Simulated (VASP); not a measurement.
The system is Bi.

```
CELL_PARAMETERS angstrom
-1.98143 1.98143 1.98143
1.98143 -1.98143 1.98143
1.98143 1.98143 -1.98143
ATOMIC_POSITIONS crystal
Bi 0.00000 0.00000 0.00000
```

This isn't the form of Bi at room conditions, which is rhombohedral.

Program: VASP 6.6.1. Alike in all runs: task single point; potentials or basis VASP PAW PBE potentials, release 64 (Bi_d); cell as given.

Problem. Order these runs on this cell by their pressure, lowest first.
A. level HSE06; spin off; k mesh 6 × 6 × 6; cutoff (eV) 520; smearing fermi-dirac 0.05 eV; grid for exact exchange (PRECFOCK) Normal; share of exact exchange 0.25; screening parameter 0.2079 1/Å
B. level rpbe exchange, lyp correlation; spin collinear, zero start; fixed moment (μB) 0.0; k mesh 9 × 9 × 9; cutoff (eV) 500; smearing fermi-dirac 0.1 eV
C. level PBE0; spin non-collinear, zero start, SOC; k mesh 4 × 4 × 4; cutoff (eV) 520; smearing fermi-dirac 0.05 eV; grid for exact exchange (PRECFOCK) Normal; share of exact exchange 0.25
D. level RPBE+D3(BJ); spin non-collinear, zero start, SOC; k mesh 7 × 7 × 7; cutoff (eV) 520; smearing tetrahedron

Solution. D (-17.1 GPa), A (-0.8 GPa), C (1.0 GPa), B (6.6 GPa).

Caveats: some runs use coarse meshes; the PAW data sets were made with another functional, which shifts forces and pressure a little; the cell stands under pressure (at least some runs); the total moment is fixed, so each spin has its own Fermi level (at least some runs); three body term missing (at least some runs); the cell stands under tension (at least some runs).
